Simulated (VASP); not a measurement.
A run of VASP 6.6.1 is set up as follows.

The input INCAR:

```
ALGO     = Normal         # electronic algorithm
EDIFF    = 1E-7           # SCF threshold, eV
EDIFFG   = -0.001         # ionic threshold
ENCUT    = 500            # plane-wave cutoff, eV
GGA      = PS             # functional
GGA_COMPAT= F            
IBRION   = 2              # ionic algorithm
ISIF     = 3              # what is computed and relaxed
ISMEAR   = 0              # smearing method
LASPH    = T              # aspherical terms in the spheres
LCHARG   = F              # write CHGCAR
LREAL    = F              # projectors in reciprocal space
LWAVE    = F              # write WAVECAR
NELM     = 120            # most SCF steps
NELMIN   = 4            
NSW      = 80             # ionic steps
PREC     = Accurate       # precision mode
SIGMA    = 0.01           # smearing width, eV
```

File KPOINTS:

```
k-points
0
Gamma
  6 6 6
```

POSCAR

```
KCl
1.0
    0.0000000000      3.1212795899      3.1212795899
    3.1212795899      0.0000000000      3.1212795899
    3.1212795899      3.1212795899      0.0000000000
K Cl
1 1
Direct
    0.0000000000      0.0000000000      0.0000000000
    0.5000000000      0.5000000000      0.5000000000
```

Potentials or basis: VASP PAW PBE potentials, release 64 (K_sv, Cl).

Command:

```sh
$ cat potpaw_PBE.64/K_sv/POTCAR potpaw_PBE.64/Cl/POTCAR > POTCAR
$ mpirun -np 1 vasp_std > vasp.out
```

(1) What does it give for the space group after relaxing (to 0.05 Å)?

(2) What does it give for the relaxed volume?

(3) What does it give for the relaxed cell?

## Answers

(1) Fm-3m (No. 225).

(2) 30.48 Å³/atom.

(3) a = 4.417 Å, b = 4.417 Å, c = 4.417 Å, α = 60.00°, β = 60.00°, γ = 60.00°.

Caveat: the PAW data sets were made with another functional, which shifts forces and pressure a little.
